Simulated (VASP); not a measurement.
Pb, 2 atoms in the cell. It takes space group Fd-3m (No. 227, cubic). The conventional cell has a = 6.543 Å, b = 6.543 Å, c = 6.543 Å, α = 90.00°, β = 90.00°, γ = 90.00°. Pb (site symmetry -43m) has 4 Pb at 2.83 Å within 3.7 Å.  This cell differs from its parent crystal: volume scaled by 0.88.

| Item | Value |
| --- | --- |
| Program | VASP 6.6.1 |
| Task | single point |
| Functional | LDA |
| Potentials or basis | VASP PAW LDA potentials, release 64 (Pb_d) |
| Cutoff | 520 eV |
| k mesh | 9 × 9 × 9 |
| Occupations | fermi-dirac, width 0.1 eV |
| Spin | no spin polarisation |
| Dipole correction | no |
| Further INCAR settings | ALGO = Normal; EDIFF = 1e-06; NBANDS = 21 |

Potentials or basis: VASP PAW LDA potentials, release 64 (Pb_d).

Run with:

```console
$ cat potpaw_LDA.64/Pb_d/POTCAR > POTCAR
$ mpirun -np 1 vasp_std > vasp.out
```

Hardware: 1 thread of AMD EPYC 9R45 96-Core Processor (Zen 5) (shared host).

Q: How long does it take, and how much memory?

A: Wall time 23 s on 1 thread of AMD EPYC 9R45 96-Core Processor (Zen 5), on a shared host, peak memory 0.16 GiB. Counts: scf iterations 11, k points 35.
